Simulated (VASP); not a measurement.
KBaI3:

```
CELL_PARAMETERS angstrom
6.71919 0.00000 0.00000
0.00000 6.71919 0.00000
0.00000 0.00000 6.71919
ATOMIC_POSITIONS crystal
K 0.00000 0.00000 0.00000
Ba 0.50000 0.50000 0.50000
I 0.50000 0.50000 0.00000
I 0.50000 0.00000 0.50000
I 0.00000 0.50000 0.50000
```

Base run:

| Item | Value |
| --- | --- |
| Program | VASP 6.6.1 |
| Functional | PBE |
| Potentials or basis | VASP PAW PBE potentials, release 64 (K_sv, Ba_sv, I) |
| Cutoff | 520 eV |
| k mesh | 4 × 4 × 4 |
| Occupations | gaussian, width 0.01 eV |
| Spin | no spin polarisation |

Its results: band gap on the k mesh 3.09 eV (least direct gap 3.27 eV); pressure 0.2 GPa.

Problem. The run is repeated on the same cell with these changes: k mesh from 4 × 4 × 4, through Γ to 4 × 4 × 4, shifted; further incar settings from ALGO = Normal; EDIFF = 1e-07; NBANDS = 28 to ALGO = Normal; EDIFF = 1e-06; NBANDS = 28; ISYM = 0. What comes out?

Solution. Band gap on the k mesh 3.21 eV (least direct gap 3.40 eV); pressure 0.2 GPa.

Caveats: spin-orbit coupling is left out, which moves the levels of the heavy elements; a shifted mesh leaves out Γ, where band edges can lie (at least some runs).

A k mesh can miss the band edges.
